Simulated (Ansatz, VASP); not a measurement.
**One calculation of SnTe, two programs**

```
CELL_PARAMETERS angstrom
0.00000 3.20826 3.20826
3.20826 0.00000 3.20826
3.20826 3.20826 0.00000
ATOMIC_POSITIONS crystal
Sn 0.00000 0.00000 0.00000
Te 0.50000 0.50000 0.50000
```

Change from the starting cell: volume scaled by 1.05.

Alike in both runs: task single point; functional PBE; k mesh 11 × 11 × 11; occupations fermi-dirac, width 0.08 eV; no spin polarisation.

|  | VASP | Ansatz |
| --- | --- | --- |
| version | VASP 6.6.1 | Ansatz 0.2.0 |
| potentials or method | VASP PAW PBE potentials, release 64 (Sn_d, Te), cutoff 520 eV | all-electron LAPW, scalar-relativistic |

VASP gave:

| Quantity | Value |
| --- | --- |
| pressure (GPa) | -0.2 |

Task: Which values does Ansatz return?

Result: Pressure (GPa): -0.1.

Ansatz ran all-electron here, and VASP with PAW potentials.

Neither program's run includes spin-orbit coupling.
